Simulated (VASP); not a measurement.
# AlN (Cm) in VASP: single point with r2SCAN

Aim: the single point of AlN with r2SCAN.

Program: VASP 6.6.1. These are calculated values, not measurements. Logs are shortened: lines on timing, memory, paths and dates and some standing lists are left out, and cuts for length are marked.

## (1) The cell of the first run

The structure is monoclinic, space group Cm (No. 8). Conventional cell: a = 5.389 Å, b = 3.111 Å, c = 4.979 Å, α = 90.00°, β = 92.15°, γ = 90.00°. Within 2.5 Å of Al (site symmetry m) lie 4 N at 1.86 to 1.92 Å. Within 2.5 Å of Al (site symmetry m) lie 4 N at 1.88 to 1.92 Å. Within 2.5 Å of N (site symmetry m) lie 4 Al at 1.88 to 1.92 Å. N (site symmetry m) has 4 Al at 1.86 to 1.92 Å within 2.5 Å.

## (2) Single point, r2SCAN (strain +0.0375 x Voigt [0, 0, 0, 1, 0, 0])

POSCAR reads:

```
AlN
1.0
    3.1110021516      0.0000000000      0.0000000000
   -1.5555010758      2.6942068945      0.0505163793
    0.0000000000      0.0933375000      4.9780000000
Al N
2 2
Direct
    0.3333333333      0.6666666667      0.0000000000
    0.6666666667      0.3333333333      0.5000000000
    0.3333333333      0.6666666667      0.3850000000
    0.6666666667      0.3333333333      0.8850000000
```

INCAR.step1 reads:

```
ALGO     = Normal         # electronic algorithm
EDIFF    = 1E-4           # SCF threshold, eV
ENCUT    = 520            # plane-wave cutoff, eV
GGA      = PE             # functional
ISMEAR   = 0              # smearing method
LASPH    = True           # aspherical terms in the spheres
LCHARG   = False          # write CHGCAR
LREAL    = False          # projectors in reciprocal space
LWAVE    = True           # write WAVECAR
NBANDS   = 16             # bands
NELM     = 100            # most SCF steps
PREC     = Accurate       # precision mode
SIGMA    = 0.05           # smearing width, eV
```

INCAR.step2 reads:

```
ALGO     = Normal         # electronic algorithm
EDIFF    = 1E-7           # SCF threshold, eV
ENCUT    = 520            # plane-wave cutoff, eV
ISIF     = 2              # what is computed and relaxed
ISMEAR   = 0              # smearing method
ISTART   = 1            
LASPH    = True           # aspherical terms in the spheres
LCHARG   = True           # write CHGCAR
LELF     = True           # ELF
LMIXTAU  = True         
LREAL    = False          # projectors in reciprocal space
LVHAR    = True         
LWAVE    = False          # write WAVECAR
METAGGA  = R2SCAN         # meta-GGA
NBANDS   = 16             # bands
NELM     = 100            # most SCF steps
PREC     = Accurate       # precision mode
SIGMA    = 0.05           # smearing width, eV
```

KPOINTS reads:

```
k-points
0
Gamma
  12 12 6
```

Potentials or basis: VASP PAW PBE potentials, release 64 (Al, N).

Started as:

```console
cat potpaw_PBE.64/Al/POTCAR potpaw_PBE.64/N/POTCAR > POTCAR
cp INCAR.step1 INCAR
mpirun -np 1 vasp_std > vasp.out
cp INCAR.step2 INCAR
mpirun -np 1 vasp_std > vasp.out
```

OUTCAR:

```text
EDIFF = 1E-7
   ENCUT = 520
   ISIF = 2
   ISMEAR = 0
   ISTART = 1
   LASPH = True
   LREAL = False
   METAGGA = R2SCAN
   NELM = 100
   PREC = Accurate

 ion  position               nearest neighbor table
   1  0.333  0.667  0.000-   4 1.86   4 1.90   4 1.90   3 1.92   2 3.01   2 3.04   2 3.04   2 3.10
                             2 3.10   2 3.12
   2  0.667  0.333  0.500-   3 1.88   3 1.88   3 1.91   4 1.92   1 3.01   1 3.04   1 3.04   1 3.10
                             1 3.10   1 3.12
   3  0.333  0.667  0.385-   2 1.88   2 1.88   2 1.91   1 1.92
   4  0.667  0.333  0.885-   1 1.86   1 1.90   1 1.90   2 1.92

  LATTYP: Found a base centered monoclinic cell.
 ALAT       =     5.3893608879
 B/A-ratio  =     0.5772488086
 C/A-ratio  =     0.9238340252
 COS(beta)  =    -0.0374868210

  Lattice vectors:

 A1 = (  -1.5555010758,  -2.6942068945,  -0.0505163793)
 A2 = (   1.5555010758,  -2.6942068945,  -0.0505163793)
 A3 = (   0.0000000000,   0.0933375000,   4.9780000000)

Analysis of symmetry for initial positions (statically):
=====================================================================
 Subroutine PRICEL returns:
 Original cell was already a primitive cell.

 Routine SETGRP: Setting up the symmetry group for a
 base centered monoclinic supercell.

 Subroutine GETGRP returns: Found  2 space group operations
 (whereof  2 operations were pure point group operations)
 out of a pool of  4 trial point group operations.

The static configuration has the point symmetry C_1h.

Analysis of symmetry for dynamics (positions and initial velocities):
=====================================================================
 Subroutine PRICEL returns:
 Original cell was already a primitive cell.

 Routine SETGRP: Setting up the symmetry group for a
 base centered monoclinic supercell.

 Subroutine GETGRP returns: Found  2 space group operations
 (whereof  2 operations were pure point group operations)
 out of a pool of  4 trial point group operations.

The dynamic configuration has the point symmetry C_1h.

 Subroutine INISYM returns: Found  2 space group operations
 (whereof  2 operations are pure point group operations),
 and found     1 'primitive' translations

----------------------------------------------------------------------------------------

                                     Primitive cell

  volume of cell :      41.7094

[... 88 lines left out ...]
   LSORBIT =      F    spin-orbit coupling
   LASPH  =      T    aspherical Exc in radial PAW
   ENCUT  =  520.0 eV  38.22 Ry    6.18 a.u.   5.78  5.79  9.26*2*pi/ulx,y,z
   NELM   =    100;   NELMIN=  2; NELMDL=  0     # of ELM steps
   EDIFF  = 0.1E-06   stopping-criterion for ELM
   LREAL  =      F    real-space projection
   EDIFFG = 0.1E-05   stopping-criterion for IOM
   NSW    =      0    number of steps for IOM
   IBRION =     -1    ionic relax: 0-MD 1-quasi-New 2-CG
   NFREE  =      0    steps in history (QN), initial steepest desc. (CG)
   ISIF   =      2    stress and relaxation
   ISYM   =      2    0-nonsym 1-usesym 2-fastsym
   POTIM  = 0.5000    time-step for ionic-motion
   TEBEG  =    0.0;   TEEND  =   0.0 temperature during run
   PSTRESS=    0.0 pullay stress
   NELECT =      16.0000    total number of electrons
   NUPDOWN=      -1.0000    fix difference up-down
   EMIN   =  10.00;   EMAX   =-10.00  energy-range for DOS
   EFERMI =   0.00;   METHOD = LEGACY
   ISMEAR =     0;   SIGMA  =   0.05  broadening in eV -4-tet -1-fermi 0-gaus
   EFERMI_NEDOS =   21; number of points for ismear=-14 and -15
   IALGO  =     38    algorithm
   IMIX   =      4    mixing-type and parameters
     AMIX     =   0.40;   BMIX     =  1.00
     AMIX_MAG =   1.60;   BMIX_MAG =  1.00
  volume/ion in A,a.u.               =      10.43        70.37
  Fermi-wavevector in a.u.,A,eV,Ry     =   1.189516  2.247860 19.251546  1.414949
  Thomas-Fermi vector in A             =   2.325622
   LORBIT       =      0    0 simple, 1 ext, 2 COOP (PROOUT), +10 PAW based schemes
   METAGGA = R2SCAN    functional components
   LHFCALC =     F    Hartree Fock is set to
   AEXX    =    0.0000 exact exchange contribution
   IVDW    =     0    specifies the selected vdW correction
   LEPSILON=     F    determine dielectric tensor
   LRPA    =     F    only Hartree local field effects (RPA)
 non-spin polarized calculation
 Gauss-broadening in eV      SIGMA  =   0.05
  energy-cutoff  :      520.00
  volume of cell :       41.71
 maximum number of plane-waves:      1135
   NGX = 11   NGY = 11   NGZ = 19

 number of electron      15.9999998 magnetization

 Free energy of the ion-electron system (eV)
  ---------------------------------------------------
  ext. energy  EPLUGINS =         0.00000000
  ---------------------------------------------------
  free energy    TOTEN  =       -38.42750037 eV

  energy without entropy =      -38.42750037  energy(sigma->0) =      -38.42750037

 E-fermi :   6.2441     XC(G=0): -11.4073

 val. band max:        5.9942939340   @ k =   0.0000   0.0000   0.0000
 cond. band min:      10.7839027615   @ k =   0.0000   0.0000   0.0000
 fundamental gap:      4.7896088275
 Fermi energy:         6.2441121200

 k-point     1 :       0.0000    0.0000    0.0000
  band No.  band energies     occupation
      1     -10.0698      2.00000
      2      -7.9467      2.00000
      3      -0.1364      2.00000
      4       4.9804      2.00000
      5       4.9816      2.00000
      6       5.6211      2.00000
[... 433 lines left out ...]
      3       0.6391      2.00000
      4       1.8807      2.00000
      5       2.8027      2.00000
      6       2.8651      2.00000
[... 8 lines left out ...]
     15      19.8188      0.00000
     16      21.7884      0.00000

 [... further k-points ...]
[... 5 lines left out ...]
  --------------------------------------------------------------------------------------
  -------------------------------------------------------------------------------------
  Total       -0.1078284     -0.1149758     -0.4723215      0.0000000     -1.3503594      0.0000000
  in kB       -4.1420004     -4.4165542    -18.1432422      0.0000000    -51.8712251      0.0000000
  external PRESSURE =      -8.9005990 kB  Pullay stress =       0.0000000 kB

 VOLUME and BASIS-vectors are now :
 -----------------------------------------------------------------------------
  energy-cutoff  :      520.00
  volume of cell :       41.71
      direct lattice vectors                 reciprocal lattice vectors
     3.111002152  0.000000000  0.000000000     0.321439829  0.185648639 -0.003480912
    -1.555501076  2.694206895  0.050516379     0.000000000  0.371297278 -0.006961824
     0.000000000  0.093337500  4.978000000     0.000000000 -0.003767898  0.200954537

 POSITION                                       TOTAL-FORCE (eV/Angst)
 -----------------------------------------------------------------------------------
     -0.00000      1.79614      0.03368        -0.000000     -0.214439      0.204733
      1.55550      0.94474      2.50584         0.000000     -0.174785      0.204079
     -0.00000      1.83207      1.95021         0.000000      0.169761     -0.204196
      1.55550      0.98067      4.42237         0.000000      0.219463     -0.204616
 -----------------------------------------------------------------------------------
    total drift:                                0.000002      0.000269     -0.007046

  FREE ENERGIE OF THE ION-ELECTRON SYSTEM (eV)
  ---------------------------------------------------
  free  energy   TOTEN  =       -38.4275003703 eV

  energy  without entropy=      -38.4275003703  energy(sigma->0) =      -38.42750037
```

OSZICAR.step1:

```text
N       E                     dE             d eps       ncg     rms          rms(c)
DAV:   1     0.413994926735E+02    0.41399E+02   -0.72832E+03  7760   0.893E+02
DAV:   2    -0.309855481761E+02   -0.72385E+02   -0.66510E+02 10864   0.188E+02
DAV:   3    -0.344779729007E+02   -0.34924E+01   -0.34833E+01  9712   0.427E+01
DAV:   4    -0.344991853670E+02   -0.21212E-01   -0.21211E-01  9880   0.376E+00
DAV:   5    -0.344994665604E+02   -0.28119E-03   -0.28119E-03  9808   0.435E-01    0.122E+01
DAV:   6    -0.297323475863E+02    0.47671E+01   -0.10673E+01  9344   0.237E+01    0.416E+00
DAV:   7    -0.297558235912E+02   -0.23476E-01   -0.68036E-01  8528   0.581E+00    0.295E+00
DAV:   8    -0.297484915253E+02    0.73321E-02   -0.60659E-02  8960   0.226E+00    0.595E-01
DAV:   9    -0.297434419590E+02    0.50496E-02   -0.12248E-02 10544   0.818E-01    0.247E-01
DAV:  10    -0.297440620722E+02   -0.62011E-03   -0.22745E-03  8520   0.301E-01    0.133E-01
DAV:  11    -0.297439789640E+02    0.83108E-04   -0.18235E-04  7320   0.104E-01
   1 F= -.29743979E+02 E0= -.29743979E+02  d E =-.525874E-19
```

Run time: 3.5 min. Hardware: 1 thread of Intel Xeon 6975P-C (Granite Rapids), shared host; peak memory 0.25 GiB.

What came out:

```yaml
Free_energy: -38.4275 eV
Pressure: -0.9 GPa
Largest_force: 0.300 eV/Å
Band_gap_on_the_k_mesh: 4.79 eV
```

Forces in eV/Å, atoms in the order of the input:
```
Al   0.000 -0.214  0.205
Al   0.000 -0.175  0.204
N    0.000  0.170 -0.204
N    0.000  0.219 -0.205
```

Stress tensor (GPa, compression positive):
```
-0.41  0.00  0.00
 0.00 -0.44 -5.19
 0.00 -5.19 -1.81
```

Caveat: the cell differs from its parent crystal (strain +0.0375 x Voigt [0, 0, 0, 1, 0, 0]); the PAW data sets were made with another functional, which shifts forces and pressure a little. A k mesh can miss the band edges.
